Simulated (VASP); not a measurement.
Set up this calculation in VASP 6.6.1, as the native input.

- Task: relaxation of cell and atoms
- Functional: PBE
- Potentials or basis: VASP PAW PBE potentials, release 64 (Ge_d, Cl)
- Cutoff: 600 eV
- k mesh: 4 × 4 × 4
- Occupations: gaussian, width 0.1 eV
- Spin: no spin polarisation
- Dipole correction: no
- Further INCAR settings: ALGO = Normal; EDIFF = 1e-06; IBRION = 2; EDIFFG = -0.04; NSW = 90; ISIF = 3

The structure of GeCl5 lies in POSCAR:

```
GeCl5
1.0
    0.0000000000      4.3427092000      4.3427092000
    4.3427092000      0.0000000000      4.3427092000
    4.3427092000      4.3427092000      0.0000000000
Ge Cl
1 5
Direct
    0.0000000000      0.0000000000      0.0000000000
    0.1250000000      0.6250000000      0.6250000000
    0.6250000000      0.6250000000      0.6250000000
    0.6250000000      0.1250000000      0.6250000000
    0.6250000000      0.6250000000      0.1250000000
    0.2500000000      0.2500000000      0.2500000000
```

The cell was built from a structure type or drawn by symmetry, and may not be a known phase.

The input as run:

INCAR

```
SYSTEM = GeCl5
PREC = Accurate
ENCUT = 600
EDIFF = 1E-6
ISMEAR = 0
SIGMA = 0.1
LREAL = .False.
LASPH = .True.
NELM = 60
ALGO = Normal
ISIF = 3
LWAVE = .False.
LCHARG = .False.
GGA = PE
IBRION = 2
NSW = 90
EDIFFG = -0.04
```

KPOINTS

```
Automatic mesh
0
Gamma
  4 4 4
  0 0 0
```

Potentials or basis: VASP PAW PBE potentials, release 64 (Ge_d, Cl).

Run with:

```console
$ cat potpaw_PBE.64/Ge_d/POTCAR potpaw_PBE.64/Cl/POTCAR > POTCAR
$ mpirun -np 1 vasp_std > vasp.out
```

Results of the run:

- Relaxed volume: 22.11 Å³/atom
- Relaxed cell: a = 5.725 Å, b = 5.725 Å, c = 5.725 Å, α = 60.00°, β = 60.00°, γ = 60.00°
- Space group after relaxing (to 0.1 Å): F-43m (No. 216)
- Energy gained by relaxing: 87.1 meV/atom
- Ionic steps: 4
- Pressure after relaxing: 0.0 GPa
- Band gap on the k mesh: zero (an odd number of electrons rules out a gap without spin polarisation)

Caveat: the volume moved by over 15 % at a fixed basis, so the end points are rough; an odd number of electrons without spin polarisation forces a metal; a magnetic or distorted state may lie lower.

Wall time 110 s on 1 thread of Intel(R) Xeon(R) 6975P-C (Granite Rapids) (shared host), peak memory 0.37 GiB.
